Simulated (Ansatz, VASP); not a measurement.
# Two plane-wave programs on MgO

```
CELL_PARAMETERS angstrom
0.00000 2.14487 2.14487
2.14487 0.00000 2.14487
2.14487 2.14487 0.00000
ATOMIC_POSITIONS crystal
Mg 0.02661 0.02661 0.97339
O 0.45957 0.45957 0.54043
```

Change from the starting cell: mode 6 frozen in at -0.172 Å, equal normal strain along x, y and z +0.0083.

Alike in both runs: task single point; functional PBE; k mesh 10 × 10 × 10; occupations gaussian, width 0.05 eV; no spin polarisation.

|  | VASP | Ansatz |
| --- | --- | --- |
| version | VASP 6.6.1 | Ansatz 0.2.0 |
| potentials or method | VASP PAW PBE potentials, release 64 (Mg, O), cutoff 600 eV | scalar-relativistic, plane waves, PAW |
| valence electrons in the cell | 8 | 16 |

|  | VASP | Ansatz | Ansatz less VASP |
| --- | --- | --- | --- |
| gap on the k mesh at the Fermi level (eV) | 4.20 | 4.22 | +0.019 |
| least direct gap on the mesh (eV) | 4.20 | 4.22 | +0.019 |
| pressure (GPa) | 3.0 | 3.9 | +0.88 |
| traceless stress, the component that is largest in VASP (GPa) | 17.58 | 17.32 | -0.262 |
| rms of the force components (eV/Å) | 1.187 | 1.172 | -0.0158 |

Atom by atom the forces differ by 0.016 eV/Å (rms over components). VASP's potentials hold 8 valence electrons a cell and Ansatz's 16, so a difference there can come from the potentials and not from the codes.
